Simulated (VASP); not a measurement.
# Si16Ge (a cell with a defect) in VASP: notebook

Runs on Si16Ge (a cell with a defect). Level: PBEsol. Tasks: single point.

Program: VASP 6.6.1. These are calculated values, not measurements. Logs are shortened: lines on timing, memory, paths and dates and some standing lists are left out, and cuts for length are marked.

### 1 The cell of the first run

The cell holds a defect, 17 atoms: a = 7.679 Å, b = 7.679 Å, c = 7.679 Å, α = 60.00°, β = 60.00°, γ = 60.00°.

### 2 Single point, PBEsol

Contents of INCAR:

```
SYSTEM = Si16Ge
  ALGO = Normal
  EDIFF = 1E-6
  ENCUT = 520
  GGA = PS
  ISIF = 2
  ISMEAR = -1
  LASPH = .True.
  LCHARG = .False.
  LREAL = Auto
  LWAVE = .False.
  NBANDS = 53
  NELM = 60
  PREC = Accurate
  SIGMA = 0.05
```

Contents of KPOINTS:

```
k-points
0
Gamma
  2 2 2
  0 0 0
```

Contents of POSCAR:

```
Si16Ge
1.0
    0.0000000000      5.4300000000      5.4300000000
    5.4300000000      0.0000000000      5.4300000000
    5.4300000000      5.4300000000      0.0000000000
Si Ge
16 1
Direct
    0.0084989871      0.0093183241     -0.0272562615
    0.1186429098      0.1192626151      0.1216042357
   -0.0002981584      0.0005659300      0.4925904236
    0.1323555249      0.1336667587      0.6000297422
   -0.0248007366      0.5085167587      0.0075633517
    0.1186835175      0.6403824125      0.1215501842
   -0.0001985267      0.5068510129      0.4925186004
    0.1137122468      0.6292477901      0.6275273481
    0.5079209024     -0.0245383978      0.0074674954
    0.6395883978      0.1194224678      0.1214966851
    0.5055413444      0.0009441068      0.4924105893
    0.6283984346      0.1143960405      0.6273881215
    0.5080848066      0.5091203499      0.0073872007
    0.6118693370      0.6121623389      0.1637383978
    0.4898057090      0.4904854512      0.5290642726
    0.6285035912      0.6296604972      0.6272634438
    0.3589337017      0.3591675875      0.9227104972
```

Potentials or basis: VASP PAW PBE potentials, release 64 (Si, Ge_d).

On the command line:

```sh
$ cat potpaw_PBE.64/Si/POTCAR potpaw_PBE.64/Ge_d/POTCAR > POTCAR
$ mpirun -np 1 vasp_std > vasp.out
```

OUTCAR:

```text
SYSTEM = Si16Ge
   EDIFF = 1E-6
   ENCUT = 520
   GGA = PS
   ISIF = 2
   ISMEAR = -1
   LASPH = .True.
   LREAL = Auto
   NELM = 60
   PREC = Accurate

 ion  position               nearest neighbor table
   1  0.008  0.009  0.973-  10 2.32   6 2.32   2 2.32   4 2.34
   2  0.119  0.119  0.122-   1 2.32   3 2.33   5 2.44   9 2.44  17 2.63
   3  1.000  0.001  0.493-   2 2.33  12 2.33   8 2.33   4 2.34
   4  0.132  0.134  0.600-   1 2.34  11 2.34   7 2.34   3 2.34
   5  0.975  0.509  0.008-  14 2.29   8 2.38  17 2.42   2 2.44   6 2.44
   6  0.119  0.640  0.122-   1 2.32   7 2.33   5 2.44  13 2.44  17 2.63
   7  1.000  0.507  0.493-   6 2.33  16 2.33   8 2.33   4 2.34
   8  0.114  0.629  0.628-   3 2.33   7 2.33  15 2.36   5 2.38  17 2.94
   9  0.508  0.975  0.007-  14 2.29  12 2.38  17 2.42   2 2.44  10 2.45
  10  0.640  0.119  0.121-   1 2.32  11 2.33   9 2.45  13 2.45  17 2.62
  11  0.506  0.001  0.492-  10 2.33  16 2.33  12 2.33   4 2.34
  12  0.628  0.114  0.627-  11 2.33   3 2.33  15 2.36   9 2.38  17 2.94
  13  0.508  0.509  0.007-  14 2.29  16 2.38  17 2.42   6 2.44  10 2.45
  14  0.612  0.612  0.164-  13 2.29   9 2.29   5 2.29  15 2.29
  15  0.490  0.490  0.529-  14 2.29  16 2.36   8 2.36  12 2.36  17 2.47
  16  0.629  0.630  0.627-  11 2.33   7 2.33  15 2.36  13 2.38  17 2.94
  17  0.359  0.359  0.923-   9 2.42   5 2.42  13 2.42  15 2.47  10 2.62   6 2.63   2 2.63  16 2.94
                            12 2.94   8 2.94

  LATTYP: Found a face centered cubic cell.
 ALAT       =    10.8600000000

  Lattice vectors:

 A1 = (   0.0000000000,   5.4300000000,   5.4300000000)
 A2 = (   5.4300000000,   0.0000000000,   5.4300000000)
 A3 = (   5.4300000000,   5.4300000000,   0.0000000000)

Analysis of symmetry for initial positions (statically):
=====================================================================
 Subroutine PRICEL returns:
 Original cell was already a primitive cell.

 Routine SETGRP: Setting up the symmetry group for a
 face centered cubic supercell.

 Subroutine GETGRP returns: Found  1 space group operations
 (whereof  1 operations were pure point group operations)
 out of a pool of 48 trial point group operations.

The static configuration has the point symmetry C_1 .

Analysis of symmetry for dynamics (positions and initial velocities):
=====================================================================
 Subroutine PRICEL returns:
 Original cell was already a primitive cell.

 Routine SETGRP: Setting up the symmetry group for a
 face centered cubic supercell.

 Subroutine GETGRP returns: Found  1 space group operations
 (whereof  1 operations were pure point group operations)
 out of a pool of 48 trial point group operations.

The dynamic configuration has the point symmetry C_1 .

 Subroutine INISYM returns: Found  1 space group operations
 (whereof  1 operations are pure point group operations),
 and found     1 'primitive' translations

----------------------------------------------------------------------------------------

                                     Primitive cell

  volume of cell :     320.2060

  direct lattice vectors                    reciprocal lattice vectors
     0.000000000  5.430000000  5.430000000    -0.092081031  0.092081031  0.092081031
     5.430000000  0.000000000  5.430000000     0.092081031 -0.092081031  0.092081031
     5.430000000  5.430000000  0.000000000     0.092081031  0.092081031 -0.092081031

  length of vectors
     7.679179644  7.679179644  7.679179644     0.159489025  0.159489025  0.159489025

  position of ions in fractional coordinates (direct lattice)
     0.008498987  0.009318324  0.972743739
     0.118642910  0.119262615  0.121604236
     0.999701842  0.000565930  0.492590424
     0.132355525  0.133666759  0.600029742
     0.975199263  0.508516759  0.007563352
     0.118683518  0.640382413  0.121550184
[... 9 lines left out ...]
     0.628503591  0.629660497  0.627263444
     0.358933702  0.359167587  0.922710497

  ion indices of the primitive-cell ions
   primitive index   ion index
                 1           1
                 2           2
                 3           3
                 4           4
                 5           5
                 6           6
[... 9 lines left out ...]
                16          16
                17          17

----------------------------------------------------------------------------------------

 KPOINTS: k-points

Automatic generation of k-mesh.
 Grid dimensions read from file:
 generate k-points for:    2    2    2

 Generating k-lattice:

  Cartesian coordinates                     Fractional coordinates (reciprocal lattice)
    -0.046040516  0.046040516  0.046040516     0.500000000  0.000000000  0.000000000
     0.046040516 -0.046040516  0.046040516     0.000000000  0.500000000  0.000000000
     0.046040516  0.046040516 -0.046040516     0.000000000  0.000000000  0.500000000

  Length of vectors
     0.079744512  0.079744512  0.079744512

  Shift w.r.t. Gamma in fractional coordinates (k-lattice)
     0.000000000  0.000000000  0.000000000

 Subroutine IBZKPT returns following result:
 ===========================================

 Found      8 irreducible k-points:

 Following reciprocal coordinates:
            Coordinates               Weight
  0.000000  0.000000  0.000000      1.000000
  0.500000  0.000000  0.000000      1.000000
  0.000000  0.500000  0.000000      1.000000
  0.000000  0.000000  0.500000      1.000000
  0.500000  0.500000  0.500000      1.000000
  0.500000  0.500000  0.000000      1.000000
  0.000000  0.500000  0.500000      1.000000
  0.500000  0.000000  0.500000      1.000000
   k-points           NKPTS =      8   k-points in BZ     NKDIM =      8   number of bands    NBANDS=     53
   number of dos      NEDOS =    301   number of ions     NIONS =     17
   total plane-waves  NPLWV = 216000
   dimension x,y,z NGX =    60 NGY =   60 NGZ =   60
   dimension x,y,z NGXF=   120 NGYF=  120 NGZF=  120
   ions per type =              16   1
   NGX,Y,Z   is equivalent  to a cutoff of  12.99, 12.99, 12.99 a.u.
   NGXF,Y,Z  is equivalent  to a cutoff of  25.98, 25.98, 25.98 a.u.
 SYSTEM =  Si16Ge
   PREC   = accura    normal or accurate (medium, high low for compatibility)
   ISTART =      0    job   : 0-new  1-cont  2-samecut
   ICHARG =      2    charge: 1-file 2-atom 10-const
   ISPIN  =      1    spin polarized calculation?
   LNONCOLLINEAR =      F non collinear calculations
   LSORBIT =      F    spin-orbit coupling
   LASPH  =      T    aspherical Exc in radial PAW
   ENCUT  =  520.0 eV  38.22 Ry    6.18 a.u.  14.28 14.28 14.28*2*pi/ulx,y,z
   NELM   =     60;   NELMIN=  2; NELMDL= -5     # of ELM steps
   EDIFF  = 0.1E-05   stopping-criterion for ELM
   LREAL  =      T    real-space projection
   EDIFFG = 0.1E-04   stopping-criterion for IOM
   NSW    =      0    number of steps for IOM
   IBRION =     -1    ionic relax: 0-MD 1-quasi-New 2-CG
   NFREE  =      0    steps in history (QN), initial steepest desc. (CG)
   ISIF   =      2    stress and relaxation
   ISYM   =      2    0-nonsym 1-usesym 2-fastsym
   POTIM  = 0.5000    time-step for ionic-motion
   TEBEG  =    0.0;   TEEND  =   0.0 temperature during run
   PSTRESS=    0.0 pullay stress
   NELECT =      78.0000    total number of electrons
   NUPDOWN=      -1.0000    fix difference up-down
   EMIN   =  10.00;   EMAX   =-10.00  energy-range for DOS
   EFERMI =   0.00;   METHOD = LEGACY
   ISMEAR =    -1;   SIGMA  =   0.05  broadening in eV -4-tet -1-fermi 0-gaus
   EFERMI_NEDOS =   21; number of points for ismear=-14 and -15
   IALGO  =     38    algorithm
   IMIX   =      4    mixing-type and parameters
     AMIX     =   0.40;   BMIX     =  1.00
     AMIX_MAG =   1.60;   BMIX_MAG =  1.00
  volume/ion in A,a.u.               =      18.84       127.11
  Fermi-wavevector in a.u.,A,eV,Ry     =   1.022421  1.932096 14.222785  1.045345
  Thomas-Fermi vector in A             =   2.156100
   LORBIT       =      0    0 simple, 1 ext, 2 COOP (PROOUT), +10 PAW based schemes
   GGA     = PS    functional components
   LHFCALC =     F    Hartree Fock is set to
   AEXX    =    0.0000 exact exchange contribution
   IVDW    =     0    specifies the selected vdW correction
   LEPSILON=     F    determine dielectric tensor
   LRPA    =     F    only Hartree local field effects (RPA)
 non-spin polarized calculation
  energy-cutoff  :      520.00
  volume of cell :      320.21
 maximum number of plane-waves:      8646
 NGX is ok and might be reduce to    60
   NGX = 29   NGY = 29   NGZ = 29

 number of electron      77.9999999 magnetization

 Free energy of the ion-electron system (eV)
  ---------------------------------------------------
  ext. energy  EPLUGINS =         0.00000000
  ---------------------------------------------------
  free energy    TOTEN  =       -92.70124453 eV

  energy without entropy =      -92.65936691  energy(sigma->0) =      -92.68030572

 E-fermi :   6.7658     XC(G=0):  -9.8892

 val. band max:        6.6205356108   @ k =   0.0000   0.0000   0.0000
 cond. band min:       6.8026413487   @ k =   0.0000   0.0000   0.0000
 fundamental gap:      0.1821057379
 Fermi energy:         6.7657883039

 k-point     1 :       0.0000    0.0000    0.0000
  band No.  band energies     occupation
      1     -18.2423      2.00000
      2     -18.2392      2.00000
      3     -18.2390      2.00000
      4     -18.2250      2.00000
      5     -18.2248      2.00000
      6      -6.5810      2.00000
[... 43 lines left out ...]
     50       8.1171      0.00000
     51       8.8601      0.00000

 k-point     2 :       0.5000    0.0000    0.0000
  band No.  band energies     occupation
      1     -18.2423      2.00000
      2     -18.2392      2.00000
      3     -18.2390      2.00000
      4     -18.2250      2.00000
      5     -18.2248      2.00000
      6      -6.2398      2.00000
[... 43 lines left out ...]
     50       9.7399      0.00000
     51       9.7948      0.00000

 k-point     3 :       0.0000    0.5000    0.0000
  band No.  band energies     occupation
      1     -18.2423      2.00000
      2     -18.2392      2.00000
      3     -18.2390      2.00000
      4     -18.2250      2.00000
      5     -18.2248      2.00000
      6      -6.2396      2.00000
[... 43 lines left out ...]
     50       9.7379      0.00000
     51       9.7955      0.00000

 k-point     4 :       0.0000    0.0000    0.5000
  band No.  band energies     occupation
      1     -18.2423      2.00000
      2     -18.2392      2.00000
      3     -18.2390      2.00000
      4     -18.2250      2.00000
      5     -18.2248      2.00000
      6      -6.2628      2.00000
[... 43 lines left out ...]
     50       9.7606      0.00000
     51       9.9763      0.00000

 k-point     5 :       0.5000    0.5000    0.5000
  band No.  band energies     occupation
      1     -18.2423      2.00000
      2     -18.2392      2.00000
      3     -18.2390      2.00000
      4     -18.2250      2.00000
      5     -18.2248      2.00000
      6      -6.2396      2.00000
[... 43 lines left out ...]
     50       9.7377      0.00000
     51       9.7963      0.00000

 k-point     6 :       0.5000    0.5000    0.0000
  band No.  band energies     occupation
      1     -18.2423      2.00000
      2     -18.2392      2.00000
      3     -18.2390      2.00000
      4     -18.2250      2.00000
      5     -18.2248      2.00000
      6      -6.1393      2.00000
[... 43 lines left out ...]
     50      10.2116      0.00000
     51      10.3183      0.00000

 k-point     7 :       0.0000    0.5000    0.5000
  band No.  band energies     occupation
      1     -18.2423      2.00000
      2     -18.2392      2.00000
      3     -18.2390      2.00000
      4     -18.2250      2.00000
      5     -18.2248      2.00000
      6      -6.1393      2.00000
[... 43 lines left out ...]
     50      10.2124      0.00000
     51      10.3178      0.00000

 k-point     8 :       0.5000    0.0000    0.5000
  band No.  band energies     occupation
      1     -18.2423      2.00000
      2     -18.2392      2.00000
      3     -18.2390      2.00000
      4     -18.2250      2.00000
      5     -18.2248      2.00000
      6      -6.1395      2.00000
[... 43 lines left out ...]
     50      10.2137      0.00000
     51      10.3174      0.00000
 [bands above 51 left out]

------------------------ aborting loop because EDIFF is reached ----------------------------------------

  FORCE on cell =-STRESS in cart. coord.  units (eV):
  Direction    XX          YY          ZZ          XY          YZ          ZX
  --------------------------------------------------------------------------------------
  -------------------------------------------------------------------------------------
  Total        8.9246057      8.9312303      8.9190683     -0.3799695      0.3838014      0.3746309
  in kB       44.6550041     44.6881511     44.6272972     -1.9012087      1.9203823      1.8744965
  external PRESSURE =      44.6568175 kB  Pullay stress =       0.0000000 kB

 VOLUME and BASIS-vectors are now :
 -----------------------------------------------------------------------------
  energy-cutoff  :      520.00
  volume of cell :      320.21
      direct lattice vectors                 reciprocal lattice vectors
     0.000000000  5.430000000  5.430000000    -0.092081031  0.092081031  0.092081031
     5.430000000  0.000000000  5.430000000     0.092081031 -0.092081031  0.092081031
     5.430000000  5.430000000  0.000000000     0.092081031  0.092081031 -0.092081031

 POSITION                                       TOTAL-FORCE (eV/Angst)
 -----------------------------------------------------------------------------------
      5.33260      5.32815      0.09675         0.036920      0.037973     -0.036060
      1.30791      1.30454      1.29183         0.025264      0.025723     -0.020220
      2.67784      8.10315      5.43145         0.022588      0.022219     -0.022669
      3.98397      3.97685      1.44450         0.038559      0.041603     -0.038175
      2.80231      5.33640      8.05658        -0.007344      0.084743      0.009359
      4.13729      1.30447      4.12173         0.018029      0.026995     -0.024988
[... 9 lines left out ...]
      6.82510      6.81882      6.83183        -0.003248     -0.003083     -0.028087
      6.96060      6.95933      3.89929        -0.155712     -0.156254      0.160192
 -----------------------------------------------------------------------------------
    total drift:                                0.003117      0.011755     -0.002440

  FREE ENERGIE OF THE ION-ELECTRON SYSTEM (eV)
  ---------------------------------------------------
  free  energy   TOTEN  =       -92.7012445320 eV

  energy  without entropy=      -92.6593669101  energy(sigma->0) =      -92.68030572
```

Run time: 8.7 min. Hardware: 1 thread of Intel Xeon 8259CL, shared host; peak memory 0.5 GiB.

Results:

```yaml
Free_energy: -92.7012 eV
Pressure: 4.5 GPa
Largest_force: 0.273 eV/Å
Band_gap_on_the_k_mesh: zero (bands 39 and 40 overlap by 0.23 eV)
```

Forces in eV/Å, atoms in the order of the input:
```
Si   0.037  0.038 -0.036
Si   0.025  0.026 -0.020
Si   0.023  0.022 -0.023
Si   0.039  0.042 -0.038
Si  -0.007  0.085  0.009
Si   0.018  0.027 -0.025
Si   0.024  0.022 -0.022
Si  -0.006  0.026  0.006
Si   0.090 -0.009  0.017
Si   0.028  0.016 -0.026
Si   0.022  0.026 -0.022
Si   0.027 -0.005  0.005
Si  -0.024 -0.018 -0.098
Si  -0.055 -0.054  0.062
Si  -0.081 -0.082  0.080
Si  -0.003 -0.003 -0.028
Ge  -0.156 -0.156  0.160
```

Levels at points of the mesh, in eV from the Fermi level:
| k point | band 37 | band 38 | band 39 | band 40 | band 41 | band 42 |
| --- | --- | --- | --- | --- | --- | --- |
| (0.00, 0.00, 0.00) | -0.64 | -0.64 | -0.38 | -0.15 | -0.15 | 0.04 |
| (0.50, 0.00, 0.00) | -1.38 | -1.26 | -0.20 | 0.35 | 0.71 | 0.81 |
| (0.00, 0.50, 0.00) | -1.38 | -1.26 | -0.20 | 0.35 | 0.71 | 0.81 |
| (0.00, 0.00, 0.50) | -1.34 | -1.34 | -0.30 | 0.44 | 0.44 | 1.04 |
| (0.50, 0.50, 0.50) | -1.38 | -1.26 | -0.20 | 0.36 | 0.71 | 0.81 |
| (0.50, 0.50, 0.00) | -1.78 | -1.17 | 0.08 | 0.68 | 1.09 | 1.18 |
| (0.00, 0.50, 0.50) | -1.78 | -1.17 | 0.08 | 0.68 | 1.09 | 1.18 |
| (0.50, 0.00, 0.50) | -1.78 | -1.17 | 0.08 | 0.68 | 1.09 | 1.18 |

Caveat: the k points lie up to 0.50 Å⁻¹ apart; the PAW data sets were made with another functional, which shifts forces and pressure a little.

(Continued in part 2 of 3.)
